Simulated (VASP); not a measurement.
# Mg in VASP: notebook

Runs on Mg. Level: LDA. Tasks: single point.

Program: VASP 6.6.1. These are calculated values, not measurements. Logs are shortened: lines on timing, memory, paths and dates and some standing lists are left out, and cuts for length are marked.

## Step 1: The cell of the first run

The cell holds a slab with vacuum, 6 atoms: a = 4.176 Å, b = 2.557 Å, c = 22.028 Å, α = 90.00°, β = 90.00°, γ = 90.00°.

## Step 2: Single point, LDA

INCAR

```
ALGO     = Normal         # electronic algorithm
DIPOL    = 0.5 0.5 0.500
EDIFF    = 1E-6           # SCF threshold, eV
ENCUT    = 520            # plane-wave cutoff, eV
IDIPOL   = 3            
ISIF     = 2              # what is computed and relaxed
ISMEAR   = -1             # smearing method
LASPH    = T              # aspherical terms in the spheres
LCHARG   = F              # write CHGCAR
LDIPOL   = T            
LREAL    = F              # projectors in reciprocal space
LWAVE    = F              # write WAVECAR
NBANDS   = 15             # bands
NELM     = 100            # most SCF steps
PREC     = Accurate       # precision mode
SIGMA    = 0.05           # smearing width, eV
```

KPOINTS

```
k-points
0
Gamma
  4 7 1
```

POSCAR

```
Mg
1.0
    4.1761726497      0.0000000000      0.0000000000
    0.0000000000      2.5573730174      0.0000000000
    0.0000000000      0.0000000000     22.0277860087
Mg
6
Direct
    0.0000000000      0.0000000000      0.3631776701
    0.5000000000      0.6666666667      0.4179066021
    0.0000000000      0.3333333333      0.4726355340
    0.5000000000      0.0000000000      0.5273644660
    0.0000000000      0.6666666667      0.5820933979
    0.5000000000      0.3333333333      0.6368223299
```

Potentials or basis: VASP PAW LDA potentials, release 64 (Mg).

Command:

```bash
$ cat potpaw_LDA.64/Mg/POTCAR > POTCAR
$ mpirun -np 1 vasp_std > vasp.out
```

OUTCAR:

```text
EDIFF = 1E-6
   ENCUT = 520
   ISIF = 2
   ISMEAR = -1
   LASPH = T
   LREAL = F
   NELM = 100
   PREC = Accurate

 ion  position               nearest neighbor table
   1  0.000  0.000  0.363-   3 2.56   2 2.56   2 2.56   3 2.95   2 2.95   2 2.95
   2  0.500  0.667  0.418-   3 2.56   3 2.56   4 2.56   1 2.56   1 2.56   3 2.95   3 2.95   4 2.95
                             1 2.95   1 2.95
   3  0.000  0.333  0.473-   2 2.56   2 2.56   1 2.56   5 2.56   4 2.56   4 2.56   2 2.95   2 2.95
                             5 2.95   1 2.95   4 2.95   4 2.95
   4  0.500  0.000  0.527-   5 2.56   5 2.56   6 2.56   2 2.56   3 2.56   3 2.56   5 2.95   5 2.95
                             6 2.95   2 2.95   3 2.95   3 2.95
   5  0.000  0.667  0.582-   4 2.56   4 2.56   3 2.56   6 2.56   6 2.56   3 2.95   4 2.95   4 2.95
                             6 2.95   6 2.95
   6  0.500  0.333  0.637-   4 2.56   5 2.56   5 2.56   4 2.95   5 2.95   5 2.95

  LATTYP: Found a simple orthorhombic cell.
 ALAT       =     2.5573730174
 B/A-ratio  =     1.6329931618
 C/A-ratio  =     8.6134427238

  Lattice vectors:

 A1 = (   0.0000000000,  -2.5573730174,   0.0000000000)
 A2 = (   4.1761726497,   0.0000000000,   0.0000000000)
 A3 = (   0.0000000000,   0.0000000000,  22.0277860087)

Analysis of symmetry for initial positions (statically):
=====================================================================
 Subroutine PRICEL returns:
 Original cell was already a primitive cell.

 Routine SETGRP: Setting up the symmetry group for a
 simple orthorhombic supercell.

 Subroutine GETGRP returns: Found  4 space group operations
 (whereof  2 operations were pure point group operations)
 out of a pool of  8 trial point group operations.

The static configuration has the point symmetry C_1h.
 The point group associated with its full space group is C_2h.

Analysis of symmetry for dynamics (positions and initial velocities):
=====================================================================
 Subroutine PRICEL returns:
 Original cell was already a primitive cell.

 Routine SETGRP: Setting up the symmetry group for a
 simple orthorhombic supercell.

 Subroutine GETGRP returns: Found  4 space group operations
 (whereof  2 operations were pure point group operations)
 out of a pool of  8 trial point group operations.

The dynamic configuration has the point symmetry C_1h.
 The point group associated with its full space group is C_2h.

 Subroutine INISYM returns: Found  4 space group operations
 (whereof  2 operations are pure point group operations),
 and found     1 'primitive' translations

----------------------------------------------------------------------------------------

[... 114 lines left out ...]
   AEXX    =    0.0000 exact exchange contribution
   IVDW    =     0    specifies the selected vdW correction
   LEPSILON=     F    determine dielectric tensor
   LRPA    =     F    only Hartree local field effects (RPA)
 non-spin polarized calculation
  energy-cutoff  :      520.00
  volume of cell :      235.26
 maximum number of plane-waves:      6352
 NGX is ok and might be reduce to    32
   NGX = 15   NGY =  9   NGZ = 81

 dipolmoment           0.000000      0.000000      0.000000 electrons x Angstroem

 number of electron      12.0000000 magnetization

 dipolmoment           0.000000      0.000000     -0.000000 electrons x Angstroem

 Free energy of the ion-electron system (eV)
  ---------------------------------------------------
  ext. energy  EPLUGINS =         0.00000000
  ---------------------------------------------------
  free energy    TOTEN  =        -4.58098172 eV

  energy without entropy =       -4.55194249  energy(sigma->0) =       -4.56646211

 E-fermi :  -0.5083     XC(G=0):  -4.6292

 val. band max:       -0.5177332475   @ k =   0.0000   0.2857   0.0000
 cond. band min:      -0.4881070841   @ k =   0.2500   0.1429   0.0000
 fundamental gap:      0.0296261635
 Fermi energy:        -0.5082806875

 k-point     1 :       0.0000    0.0000    0.0000
  band No.  band energies     occupation
      1      -9.4582      2.00000
      2      -7.7858      2.00000
      3      -5.4076      2.00000
      4      -2.9422      2.00000
      5      -2.0480      2.00000
      6      -0.8055      1.99477
      7      -0.6347      1.85225
      8      -0.5727      1.56787
      9       1.2649      0.00000
     10       1.5132      0.00000
     11       1.7087      0.00000
     12       3.0252      0.00000
     13       3.4441      0.00000
     14       4.0717      0.00000
[... 185 lines left out ...]
      2      -3.4737      2.00000
      3      -2.0042      2.00000
      4      -2.0042      2.00000
      5      -0.6526      1.89431
      6      -0.6526      1.89431
      7       0.5878      0.00000
      8       0.5878      0.00000
      9       1.3918      0.00000
     10       1.3918      0.00000
     11       2.9254      0.00000
     12       2.9254      0.00000
     13       3.7235      0.00000
     14       3.7235      0.00000
     15       5.7870      0.00000

------------------------ aborting loop because EDIFF is reached ----------------------------------------

 vacuum level on the upper side and lower side of the slab       (xc-potential included)        -0.094        -0.094

  FORCE on cell =-STRESS in cart. coord.  units (eV):
  Direction    XX          YY          ZZ          XY          YZ          ZX
  --------------------------------------------------------------------------------------
  -------------------------------------------------------------------------------------
  Total       21.1419740     25.4153239     19.1361139      0.0000000     -0.4852602      0.0000000
  in kB      143.9835061    173.0863658    130.3229663      0.0000000     -3.3047747      0.0000000
  external PRESSURE =     149.1309461 kB  Pullay stress =       0.0000000 kB

 VOLUME and BASIS-vectors are now :
 -----------------------------------------------------------------------------
  energy-cutoff  :      520.00
  volume of cell :      235.26
      direct lattice vectors                 reciprocal lattice vectors
     4.176172650  0.000000000  0.000000000     0.239453702  0.000000000  0.000000000
     0.000000000  2.557373017  0.000000000     0.000000000  0.391026257  0.000000000
     0.000000000  0.000000000 22.027786009     0.000000000  0.000000000  0.045397209

 POSITION                                       TOTAL-FORCE (eV/Angst)
 -----------------------------------------------------------------------------------
      0.00000      0.00000      8.00000         0.000000      0.329944     -2.415803
      2.08809      1.70492      9.20556         0.000000     -0.412480     -1.284814
      0.00000      0.85246     10.41111         0.000000     -0.010831      0.053861
      2.08809      0.00000     11.61667         0.000000      0.010831     -0.053861
      0.00000      1.70492     12.82223         0.000000      0.412480      1.284814
      2.08809      0.85246     14.02779         0.000000     -0.329944      2.415803
 -----------------------------------------------------------------------------------
    total drift:                               -0.000000      0.000007      0.000002

  FREE ENERGIE OF THE ION-ELECTRON SYSTEM (eV)
  ---------------------------------------------------
  free  energy   TOTEN  =        -4.5809817180 eV

  energy  without entropy=       -4.5519424941  energy(sigma->0) =       -4.56646211

 vacuum level on the upper side and lower side of the slab         3.345         3.345
```

It took 1.8 min on 1 thread of Intel Xeon 8259CL, shared host; peak memory 0.25 GiB.

Results:

- Free energy: -4.5810 eV
- Largest force: 2.438 eV/Å
- Band gap on the k mesh: zero (bands 6 and 7 overlap by 1.99 eV)

Forces on the atoms (eV/Å):
```
Mg   0.000  0.330 -2.416
Mg   0.000 -0.412 -1.285
Mg   0.000 -0.011  0.054
Mg   0.000  0.011 -0.054
Mg   0.000  0.412  1.285
Mg   0.000 -0.330  2.416
```

Levels at points of the mesh, in eV from the Fermi level:
```
           k point  band 2  band 3  band 4  band 5  band 6  band 7  band 8  band 9  band 10  band 11
(0.00, 0.00, 0.00)   -7.28   -4.90   -2.43   -1.54   -0.30   -0.13   -0.06    1.77     2.02     2.22
(0.50, 0.00, 0.00)   -6.85   -5.22   -5.22   -2.77   -2.77   -0.53   -0.53    2.11     2.11     4.24
```

Caveat: the k points lie up to 0.38 Å⁻¹ apart, too coarse for converged energies and pressures of a metal.

## Step 3: Single point, LDA

INCAR

```
ALGO = Normal
DIPOL = 0.5 0.5 0.500
EDIFF = 1E-6
EFIELD = -0.1
ENCUT = 520
GGA = CA
IDIPOL = 3
ISIF = 2
ISMEAR = -1
LASPH = True
LCHARG = False
LDIPOL = True
LREAL = False
LWAVE = False
NBANDS = 15
NELM = 60
PREC = Accurate
SIGMA = 0.05
```

KPOINTS is that of step 2.

POSCAR is that of step 2.

Potentials or basis: VASP PAW LDA potentials, release 64 (Mg).

Command:

```bash
$ cat potpaw_LDA.64/Mg/POTCAR > POTCAR
$ mpirun -np 1 vasp_std > vasp.out
```

OUTCAR:

```text
EDIFF = 1E-6
   ENCUT = 520
   GGA = CA
   ISIF = 2
   ISMEAR = -1
   LASPH = True
   LREAL = False
   NELM = 60
   PREC = Accurate

 ion  position               nearest neighbor table
   1  0.000  0.000  0.363-   3 2.56   2 2.56   2 2.56   3 2.95   2 2.95   2 2.95
   2  0.500  0.667  0.418-   3 2.56   3 2.56   4 2.56   1 2.56   1 2.56   3 2.95   3 2.95   4 2.95
                             1 2.95   1 2.95
   3  0.000  0.333  0.473-   2 2.56   2 2.56   1 2.56   5 2.56   4 2.56   4 2.56   2 2.95   2 2.95
                             5 2.95   1 2.95   4 2.95   4 2.95
   4  0.500  0.000  0.527-   5 2.56   5 2.56   6 2.56   2 2.56   3 2.56   3 2.56   5 2.95   5 2.95
                             6 2.95   2 2.95   3 2.95   3 2.95
   5  0.000  0.667  0.582-   4 2.56   4 2.56   3 2.56   6 2.56   6 2.56   3 2.95   4 2.95   4 2.95
                             6 2.95   6 2.95
   6  0.500  0.333  0.637-   4 2.56   5 2.56   5 2.56   4 2.95   5 2.95   5 2.95

  LATTYP: Found a simple orthorhombic cell.
 ALAT       =     2.5573730174
 B/A-ratio  =     1.6329931618
 C/A-ratio  =     8.6134427238

  Lattice vectors:

 A1 = (   0.0000000000,  -2.5573730174,   0.0000000000)
 A2 = (   4.1761726497,   0.0000000000,   0.0000000000)
 A3 = (   0.0000000000,   0.0000000000,  22.0277860087)

Analysis of symmetry for initial positions (statically):
=====================================================================
 Subroutine PRICEL returns:
 Original cell was already a primitive cell.

 Routine SETGRP: Setting up the symmetry group for a
 simple orthorhombic supercell.

 Subroutine GETGRP returns: Found  4 space group operations
 (whereof  2 operations were pure point group operations)
 out of a pool of  8 trial point group operations.

The static configuration has the point symmetry C_1h.
 The point group associated with its full space group is C_2h.

Analysis of symmetry for dynamics (positions and initial velocities):
=====================================================================
 An external electric field (EFIELD) may reduce the allowed symmetry operations
 Subroutine PRICEL returns:
 Original cell was already a primitive cell.

 Routine SETGRP: Setting up the symmetry group for a
 simple orthorhombic supercell.

 Subroutine GETGRP returns: Found  2 space group operations
 (whereof  2 operations were pure point group operations)
 out of a pool of  8 trial point group operations.

The dynamic configuration has the point symmetry C_1h.

 Subroutine INISYM returns: Found  2 space group operations
 (whereof  2 operations are pure point group operations),
 and found     1 'primitive' translations

----------------------------------------------------------------------------------------

                                     Primitive cell

  volume of cell :     235.2574

  direct lattice vectors                    reciprocal lattice vectors
     4.176172650  0.000000000  0.000000000     0.239453702  0.000000000  0.000000000
     0.000000000  2.557373017  0.000000000     0.000000000  0.391026257  0.000000000
     0.000000000  0.000000000 22.027786009     0.000000000  0.000000000  0.045397209

  length of vectors
     4.176172650  2.557373017 22.027786009     0.239453702  0.391026257  0.045397209

  position of ions in fractional coordinates (direct lattice)
     0.000000000  0.000000000  0.363177670
     0.500000000  0.666666667  0.417906602
     0.000000000  0.333333333  0.472635534
     0.500000000  0.000000000  0.527364466
     0.000000000  0.666666667  0.582093398
     0.500000000  0.333333333  0.636822330
[... 67 lines left out ...]
   NELM   =     60;   NELMIN=  2; NELMDL= -5     # of ELM steps
   EDIFF  = 0.1E-05   stopping-criterion for ELM
   LREAL  =      F    real-space projection
   EDIFFG = 0.1E-04   stopping-criterion for IOM
   NSW    =      0    number of steps for IOM
   IBRION =     -1    ionic relax: 0-MD 1-quasi-New 2-CG
   NFREE  =      0    steps in history (QN), initial steepest desc. (CG)
   ISIF   =      2    stress and relaxation
   ISYM   =      2    0-nonsym 1-usesym 2-fastsym
   POTIM  = 0.5000    time-step for ionic-motion
   TEBEG  =    0.0;   TEEND  =   0.0 temperature during run
   PSTRESS=    0.0 pullay stress
   NELECT =      12.0000    total number of electrons
   NUPDOWN=      -1.0000    fix difference up-down
   EMIN   =  10.00;   EMAX   =-10.00  energy-range for DOS
   EFERMI =   0.00;   METHOD = LEGACY
   ISMEAR =    -1;   SIGMA  =   0.05  broadening in eV -4-tet -1-fermi 0-gaus
   EFERMI_NEDOS =   21; number of points for ismear=-14 and -15
   IALGO  =     38    algorithm
   IMIX   =      4    mixing-type and parameters
     AMIX     =   0.40;   BMIX     =  1.00
     AMIX_MAG =   1.60;   BMIX_MAG =  1.00
  volume/ion in A,a.u.               =      39.21       264.60
  Fermi-wavevector in a.u.,A,eV,Ry     =   0.607138  1.147325  5.015334  0.368617
  Thomas-Fermi vector in A             =   1.661490
   LORBIT       =      0    0 simple, 1 ext, 2 COOP (PROOUT), +10 PAW based schemes
   GGA     = CA    functional components
   LHFCALC =     F    Hartree Fock is set to
   AEXX    =    0.0000 exact exchange contribution
   IVDW    =     0    specifies the selected vdW correction
   LEPSILON=     F    determine dielectric tensor
   LRPA    =     F    only Hartree local field effects (RPA)
 non-spin polarized calculation
  energy-cutoff  :      520.00
  volume of cell :      235.26
 maximum number of plane-waves:      6352
 NGX is ok and might be reduce to    32
   NGX = 15   NGY =  9   NGZ = 81

 dipolmoment           0.000000      0.000000      0.094265 electrons x Angstroem

 number of electron      12.0000000 magnetization

 dipolmoment           0.000000      0.000000     -0.056871 electrons x Angstroem

 Free energy of the ion-electron system (eV)
  ---------------------------------------------------
  ext. energy  EPLUGINS =         0.00000000
  ---------------------------------------------------
  free energy    TOTEN  =        -4.58382183 eV

  energy without entropy =       -4.55476038  energy(sigma->0) =       -4.56929110

 E-fermi :  -0.5093     XC(G=0):  -4.6309

 val. band max:       -0.5187674751   @ k =   0.0000   0.2857   0.0000
 cond. band min:      -0.4891300270   @ k =   0.2500   0.1429   0.0000
 fundamental gap:      0.0296374481
 Fermi energy:        -0.5092936493

 k-point     1 :       0.0000    0.0000    0.0000
  band No.  band energies     occupation
      1      -9.4592      2.00000
      2      -7.7869      2.00000
      3      -5.4086      2.00000
      4      -2.9432      2.00000
      5      -2.0491      2.00000
      6      -0.8070      1.99482
      7      -0.6356      1.85185
      8      -0.5737      1.56792
      9       1.2615      0.00000
     10       1.5101      0.00000
     11       1.7077      0.00000
     12       2.9304      0.00000
     13       3.4982      0.00000
     14       3.9778      0.00000
[... 185 lines left out ...]
      2      -3.4745      2.00000
      3      -2.0055      2.00000
      4      -2.0048      2.00000
      5      -0.6539      1.89483
      6      -0.6534      1.89384
      7       0.5864      0.00000
      8       0.5873      0.00000
      9       1.3896      0.00000
     10       1.3920      0.00000
     11       2.9181      0.00000
     12       2.9308      0.00000
     13       3.7217      0.00000
     14       3.7233      0.00000
     15       5.7845      0.00000

------------------------ aborting loop because EDIFF is reached ----------------------------------------

 vacuum level on the upper side and lower side of the slab       (xc-potential included)         0.478        -0.758

  FORCE on cell =-STRESS in cart. coord.  units (eV):
  Direction    XX          YY          ZZ          XY          YZ          ZX
  --------------------------------------------------------------------------------------
  -------------------------------------------------------------------------------------
  Total       21.1433082     25.4171645     19.1330879      0.0000000     -0.4852501      0.0000000
  in kB      143.9925927    173.0989010    130.3023588      0.0000000     -3.3047058      0.0000000
  external PRESSURE =     149.1312842 kB  Pullay stress =       0.0000000 kB

 VOLUME and BASIS-vectors are now :
 -----------------------------------------------------------------------------
  energy-cutoff  :      520.00
  volume of cell :      235.26
      direct lattice vectors                 reciprocal lattice vectors
     4.176172650  0.000000000  0.000000000     0.239453702  0.000000000  0.000000000
     0.000000000  2.557373017  0.000000000     0.000000000  0.391026257  0.000000000
     0.000000000  0.000000000 22.027786009     0.000000000  0.000000000  0.045397209

 POSITION                                       TOTAL-FORCE (eV/Angst)
 -----------------------------------------------------------------------------------
      0.00000      0.00000      8.00000         0.000000      0.330100     -2.416032
      2.08809      1.70492      9.20556         0.000000     -0.412529     -1.285433
      0.00000      0.85246     10.41111         0.000000     -0.010941      0.054453
      2.08809      0.00000     11.61667         0.000000      0.010719     -0.053167
      0.00000      1.70492     12.82223         0.000000      0.412441      1.284022
      2.08809      0.85246     14.02779         0.000000     -0.329789      2.416156
 -----------------------------------------------------------------------------------
    total drift:                               -0.000000      0.000005     -0.000066

  FREE ENERGIE OF THE ION-ELECTRON SYSTEM (eV)
  ---------------------------------------------------
  free  energy   TOTEN  =        -4.5838218293 eV

  energy  without entropy=       -4.5547603752  energy(sigma->0) =       -4.56929110

 vacuum level on the upper side and lower side of the slab         3.945         2.721
```

It took 2.4 min on 1 thread of Intel Xeon 8259CL, shared host; peak memory 0.25 GiB.

What came out:

| Property | Result |
| --- | --- |
| Free energy | -4.5838 eV |
| Largest force | 2.439 eV/Å |
| Band gap on the k mesh | zero (bands 6 and 7 overlap by 1.99 eV) |

Forces in eV/Å, atoms in the order of the input:
```
Mg   0.000  0.330 -2.416
Mg   0.000 -0.413 -1.285
Mg   0.000 -0.011  0.054
Mg   0.000  0.011 -0.053
Mg   0.000  0.412  1.284
Mg   0.000 -0.330  2.416
```

Caveat: the k points lie up to 0.38 Å⁻¹ apart, too coarse for converged energies and pressures of a metal.

(Part 1 of 2 ends here.)

The gap in the log of VASP goes by the Fermi energy; the results here count the filled bands.